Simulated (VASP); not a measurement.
Write the native input for VASP 6.6.1 that does the following.

| Quantity | Value |
| --- | --- |
| Task | single point |
| Functional | PBEsol |
| Potentials or basis | VASP PAW PBE potentials, release 64 (Na_pv, Cl) |
| Cutoff | 500 eV |
| k mesh | 8 × 8 × 8 |
| Occupations | fermi-dirac, width 0.03 eV |
| Spin | no spin polarisation |
| Dipole correction | no |
| Further INCAR settings | ALGO = Normal; EDIFF = 1e-06; NBANDS = 14 |

The structure of NaCl lies in POSCAR:

```
NaCl
1.0
    0.0000000000      2.8317500000      2.8317500000
    2.8317500000      0.0000000000      2.8317500000
    2.8317500000      2.8317500000      0.0000000000
Na Cl
1 1
Direct
    0.0000000000      0.0000000000      0.0000000000
    0.5000000000      0.5000000000      0.5000000000
```

These files were run (other wordings do the same):

INCAR

```
SYSTEM = NaCl
PREC     = Accurate       ! precision mode
ENCUT    = 500            ! plane-wave cutoff, eV
EDIFF    = 1E-6           ! SCF threshold, eV
ISMEAR   = -1             ! smearing method
SIGMA    = 0.03           ! smearing width, eV
LREAL    = .FALSE.        ! projectors in reciprocal space
LASPH    = .TRUE.         ! aspherical terms in the spheres
NELM     = 120            ! most SCF steps
ALGO     = Normal         ! electronic algorithm
ISIF     = 2              ! what is computed and relaxed
LWAVE    = .FALSE.        ! write WAVECAR
LCHARG   = .FALSE.        ! write CHGCAR
GGA      = PS             ! functional
NBANDS   = 14             ! bands
GGA_COMPAT= .FALSE.
```

KPOINTS

```
Automatic mesh
0
G
  8 8 8
  0 0 0
```

Potentials or basis: VASP PAW PBE potentials, release 64 (Na_pv, Cl).

The run is started by

```console
$ cat potpaw_PBE.64/Na_pv/POTCAR potpaw_PBE.64/Cl/POTCAR > POTCAR
$ mpirun -np 1 vasp_std > vasp.out
```

Results of the run:

The pressure is -0.8 GPa and the band gap on the k mesh is 4.89 eV.

Caveat: the PAW data sets were made with another functional, which shifts forces and pressure a little.

Wall time 16 s on 1 thread of Intel(R) Xeon(R) Platinum 8259CL CPU @ 2.50GHz (Skylake/Cascade Lake), with other jobs on the host, peak memory 0.16 GiB.
